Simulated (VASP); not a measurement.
Write the native input for VASP 6.6.1 that does the following.

```yaml
Task: single point
Functional: LDA
Potentials_or_basis: VASP PAW LDA potentials, release 64 (Co)
Cutoff: 520 eV
k_mesh: 13 × 13 × 13
Occupations: fermi-dirac, width 0.1 eV
Spin: no spin polarisation
Dipole_correction: no
Further_INCAR_settings: ALGO = Normal; EDIFF = 1e-06; NBANDS = 16
```

The structure of Co lies in POSCAR:

```
Co
1.0
    0.0000000000      2.3645388725      2.3645388725
    2.3645388725      0.0000000000      2.3645388725
    2.3645388725      2.3645388725      0.0000000000
Co
2
Direct
    0.1250000000      0.1250000000      0.1250000000
    0.8750000000      0.8750000000      0.8750000000
```

This cell differs from its parent crystal: volume scaled by 0.96.

The input as run:

INCAR

```
ALGO     = Normal         # electronic algorithm
EDIFF    = 1E-6           # SCF threshold, eV
ENCUT    = 520            # plane-wave cutoff, eV
GGA      = CA             # functional
ISIF     = 2              # what is computed and relaxed
ISMEAR   = -1             # smearing method
LASPH    = True           # aspherical terms in the spheres
LCHARG   = False          # write CHGCAR
LREAL    = False          # projectors in reciprocal space
LWAVE    = False          # write WAVECAR
NBANDS   = 16             # bands
NELM     = 100            # most SCF steps
PREC     = Accurate       # precision mode
SIGMA    = 0.1            # smearing width, eV
```

KPOINTS

```
k-points
0
Gamma
  13 13 13
```

Potentials or basis: VASP PAW LDA potentials, release 64 (Co).

Launch:

```bash
$ cat potpaw_LDA.64/Co/POTCAR > POTCAR
$ mpirun -np 1 vasp_std > vasp.out
```

Results of the run:

```json
{"Pressure": "5.1 GPa", "Band gap on the k mesh": "zero (band 9 reaches 7.99 eV, above the bottom of band 10 at 7.02 eV)"}
```

Caveat: the run has no spin polarisation, though such a crystal can be magnetic.

It took 38 s on 1 thread of AMD EPYC 7R43 64-Core Processor (Zen 3), on a shared host, peak memory 0.12 GiB.
